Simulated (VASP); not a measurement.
Here is a VASP 6.6.1 calculation.

File INCAR:

```
SYSTEM = CdAgC4N4
  PREC = Accurate
  ENCUT = 520
  EDIFF = 1E-6
  ISMEAR = 0
  SIGMA = 0.1
  LREAL = .FALSE.
  LASPH = .TRUE.
  NELM = 80
  ALGO = Normal
  ISIF = 2
  LWAVE = .FALSE.
  LCHARG = .FALSE.
  GGA = PE
  NBANDS = 40
```

The input KPOINTS:

```
regular mesh
0
G
  4 4 4
  0 0 0
```

File POSCAR:

```
CdAgC4N4
1.0
    6.1077885000      0.0000000000      0.0000000000
    0.0000000000      6.1077885000      0.0000000000
    0.0000000000      0.0000000000      6.1077885000
Cd Ag C N
1 1 4 4
Direct
    0.5000000000      0.5000000000      0.5000000000
    0.0000000000      0.0000000000      0.0000000000
    0.1911333800      0.1911333800      0.1911333800
    0.1911333800      0.8088666200      0.8088666200
    0.8088666200      0.1911333800      0.8088666200
    0.8088666200      0.8088666200      0.1911333800
    0.3017298400      0.3017298400      0.3017298400
    0.3017298400      0.6982701600      0.6982701600
    0.6982701600      0.3017298400      0.6982701600
    0.6982701600      0.6982701600      0.3017298400
```

Potentials or basis: VASP PAW PBE potentials, release 64 (Cd, Ag, C, N).

Launch:

```console
$ cat potpaw_PBE.64/Cd/POTCAR potpaw_PBE.64/Ag/POTCAR potpaw_PBE.64/C/POTCAR potpaw_PBE.64/N/POTCAR > POTCAR
$ mpirun -np 1 vasp_std > vasp.out
```

(1) Estimate the pressure.

(2) Predict the largest force.

Answers

(1) 4.6 GPa.

(2) 1.055 eV/Å.

Caveat: forces of over 1 eV/Å act on the atoms, so gaps and moduli don't describe the material at rest.
